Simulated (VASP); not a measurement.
Set up this calculation in VASP 6.6.1, as the native input.

```yaml
Task: single point
Functional: PBE
Potentials_or_basis: VASP PAW PBE potentials, release 64 (Cr_pv)
Cutoff: 520 eV
k_mesh: 9 × 9 × 8
Occupations: fermi-dirac, width 0.1 eV
Spin: collinear spin, antiferromagnetic start
Starting_moments: "[-3.0, 3.0] μB"
Dipole_correction: no
Further_INCAR_settings: ALGO = Normal; EDIFF = 1e-07; NBANDS = 23
```

The structure of Cr lies in POSCAR:

```
Cr
1.0
    2.8307344662      0.0000000000      0.0000000000
    0.0000000000      2.8307344662      0.0000000000
    0.0000000000      0.0000000000      3.2657892906
Cr
2
Direct
    0.0000000000      0.0000000000      0.0000000000
    0.5000000000      0.5000000000      0.5000000000
```

This cell differs from its parent crystal: stretched by +10 % along [0.0, 0.0, 1.0] at fixed volume.

These files were run (other wordings do the same):

INCAR

```
PREC = Accurate ; ENCUT = 520
EDIFF = 1E-7 ; ISMEAR = -1
SIGMA = 0.1 ; LREAL = False
LASPH = True ; NELM = 150
ALGO = Normal ; ISIF = 2
LWAVE = False ; LCHARG = False
ISPIN = 2 ; MAGMOM = -3 3
LORBIT = 11 ; LMAXMIX = 4
GGA = PE ; NBANDS = 23
```

KPOINTS

```
Automatic mesh
0
Gamma
  9 9 8
```

Potentials or basis: VASP PAW PBE potentials, release 64 (Cr_pv).

The run is started by

```sh
$ cat potpaw_PBE.64/Cr_pv/POTCAR > POTCAR
$ mpirun -np 1 vasp_std > vasp.out
```

It gave:

| Quantity | Value |
| --- | --- |
| Pressure | -10.2 GPa |
| Band gap on the k mesh | zero (filled and empty bands overlap) |
| Net moment | 0.00 μB per cell |
| Site moments | Cr -1.84, +1.84 μB |
| Valence electrons inside the program's atomic spheres | Cr 10.83 |

Run time: 46 s on 1 thread of Intel(R) Xeon(R) Platinum 8488C (Sapphire Rapids), with other jobs on the host, peak memory 0.19 GiB.
